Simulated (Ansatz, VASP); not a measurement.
# TaC in VASP and in Ansatz

File INCAR:

```
SYSTEM = TaC
PREC     = Accurate       ! precision mode
ENCUT    = 520            ! plane-wave cutoff, eV
EDIFF    = 1E-8           ! SCF threshold, eV
ISMEAR   = -1             ! smearing method
SIGMA    = 0.05           ! smearing width, eV
LREAL    = .FALSE.        ! projectors in reciprocal space
LASPH    = .TRUE.         ! aspherical terms in the spheres
NELM     = 120            ! most SCF steps
ALGO     = Normal         ! electronic algorithm
ISIF     = 2              ! what is computed and relaxed
LWAVE    = .FALSE.        ! write WAVECAR
LCHARG   = .FALSE.        ! write CHGCAR
GGA      = CA             ! functional
LEFG     = .TRUE.       
NBANDS   = 14             ! bands
GGA_COMPAT= .FALSE.
```

KPOINTS

```
regular mesh
0
G
  16 16 16
  0 0 0
```

Contents of POSCAR:

```
TaC
1.0
    0.0000000000      2.2270000000      2.2270000000
    2.2270000000      0.0000000000      2.2270000000
    2.2270000000      2.2270000000      0.0000000000
Ta C
1 1
Direct
    0.0000000000      0.0000000000      0.0000000000
    0.5000000000      0.5000000000      0.5000000000
```

Input for Ansatz:

```yaml
crystal:
  lattice:
    - [0.0, 2.227, 2.227]
    - [2.227, 0.0, 2.227]
    - [2.227, 2.227, 0.0]
  atoms:
    - { symbol: Ta, position: [0.0, 0.0, 0.0] }
    - { symbol: C, position: [0.5, 0.5, 0.5] }
kpoints:
  mp_grid: { grid: [16, 16, 16] }
  band_path:
    path:
      - [0.0, 0.0, 0.0]
      - [0.5, 0.0, 0.5]
      - [0.625, 0.25, 0.625]
      - [0.375, 0.375, 0.75]
      - [0.0, 0.0, 0.0]
      - [0.5, 0.5, 0.5]
      - [0.5, 0.25, 0.75]
      - [0.5, 0.0, 0.5]
    npoints: 5
scf:
  occupations: { method: fermi_dirac, width: 0.05 }
hamiltonian:
  xc: lda
  pseudopotentials: { kind: paw }
output:
  forces: true
  stress: true
  eigenvalues: true
  efg: { contact_densities: true }
```

Alike in both runs: task electric field gradients; functional LDA; k mesh 16 × 16 × 16; occupations fermi-dirac, width 0.05 eV; no spin polarisation.

```csv
,VASP,Ansatz
version,VASP 6.6.1,Ansatz 0.2.0
potentials or method,"VASP PAW LDA potentials, release 64 (Ta_pv, C)","PAW with Ansatz's default frozen-core files, scalar-relativistic"
plane-wave cutoff (eV),520,420
valence electrons in the cell,15,17
```

Ansatz gave:

* pressure (GPa): -9.2

Problem. Which values does VASP return?

Solution. Pressure (GPa): -7.5.

LDA's correlation is that of Perdew and Zunger in VASP and of Perdew and Wang (1992) in Ansatz. VASP's potentials hold 15 valence electrons a cell and Ansatz's 17, so a difference there can come from the potentials and not from the codes.

Spin-orbit coupling is off throughout.
